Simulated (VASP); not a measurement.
Input of a VASP 6.6.1 run:

Contents of INCAR:

```
SYSTEM = In2O3
PREC = Accurate
ENCUT = 520
EDIFF = 1E-6
ISMEAR = -1
SIGMA = 0.02
LREAL = .FALSE.
LASPH = .TRUE.
NELM = 80
ALGO = Normal
ISIF = 2
LWAVE = .FALSE.
LCHARG = .FALSE.
GGA = PE
IBRION = 2
NSW = 80
EDIFFG = -0.02
KPAR = 4
```

The input KPOINTS:

```
regular mesh
0
G
  7 7 7
  0 0 0
```

File POSCAR:

```
In2O3
1.0
    2.7435000000      1.5839604635      4.9817666667
   -2.7435000000      1.5839604635      4.9817666667
    0.0000000000     -3.1679209270      4.9817666667
In O
4 6
Direct
    0.3579176280      0.3579176280      0.3579176280
    0.1420823720      0.1420823720      0.1420823720
    0.6420823720      0.6420823720      0.6420823720
    0.8579176280      0.8579176280      0.8579176280
    0.5459193591      0.9540806409      0.2500000000
    0.2500000000      0.5459193591      0.9540806409
    0.9540806409      0.2500000000      0.5459193591
    0.4540806409      0.0459193591      0.7500000000
    0.7500000000      0.4540806409      0.0459193591
    0.0459193591      0.7500000000      0.4540806409
```

Potentials or basis: VASP PAW PBE potentials, release 64 (In_d, O).

The run is started by

```console
$ cat potpaw_PBE.64/In_d/POTCAR potpaw_PBE.64/O/POTCAR > POTCAR
$ mpirun -np 4 vasp_std > vasp.out
```

Predict the energy gained by relaxing.

1.6 meV/atom.

Estimate the band gap on the k mesh.

1.11 eV (least direct gap 1.12 eV).

Forces in eV/Å, atoms in the order of the input:
```
In   0.000  0.000 -0.005
In   0.000  0.000  0.005
In   0.000  0.000  0.005
In   0.000  0.000 -0.005
O    0.011  0.000  0.000
O   -0.006  0.010  0.000
O   -0.006 -0.010  0.000
O   -0.011  0.000  0.000
O    0.006 -0.010  0.000
O    0.006  0.010  0.000
```

Caveat: the cell differs from its parent crystal (z stretched by +3 %); spin-orbit coupling is left out, which moves the levels of the heavy elements. A k mesh can miss the band edges.
